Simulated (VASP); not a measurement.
Here is a VASP 6.6.1 calculation.

The input INCAR:

```
SYSTEM = HfN
PREC = Accurate
ENCUT = 520
EDIFF = 1E-6
ISMEAR = -5
SIGMA = 0.1
LREAL = .False.
LASPH = .True.
NELM = 100
ALGO = Normal
ISIF = 2
LWAVE = .False.
LCHARG = .False.
GGA = PE
NBANDS = 23
```

KPOINTS

```
regular mesh
0
Gamma
  6 6 4
  0 0 0
```

POSCAR

```
HfN
1.0
    3.1339080219      0.0000000000      0.0000000000
   -1.5669540110      2.7140439601      0.0000000000
    0.0000000000      0.0000000000      5.4167677200
Hf N
2 2
Direct
    0.6666666667      0.3333333333      0.7500000000
    0.3333333333      0.6666666667      0.2500000000
    0.0000000000      0.0000000000      0.0000000000
    0.0000000000      0.0000000000      0.5000000000
```

Potentials or basis: VASP PAW PBE potentials, release 64 (Hf_pv, N).

Run with:

```sh
$ cat potpaw_PBE.64/Hf_pv/POTCAR potpaw_PBE.64/N/POTCAR > POTCAR
$ mpirun -np 1 vasp_std > vasp.out
```

Question: Predict the band gap on the k mesh.

Answer: Zero (band 15 reaches 9.80 eV, above the bottom of band 16 at 7.49 eV).

Question: What does it give for the pressure?

Answer: 3.9 GPa.

Stress tensor (GPa, compression positive):
```
4.20 0.00 0.00
0.00 4.20 0.00
0.00 0.00 3.18
```

Caveat: the k points lie up to 0.39 Å⁻¹ apart; spin-orbit coupling is left out, which moves the levels of the heavy elements; tetrahedron occupations give inexact forces and stress in metals.
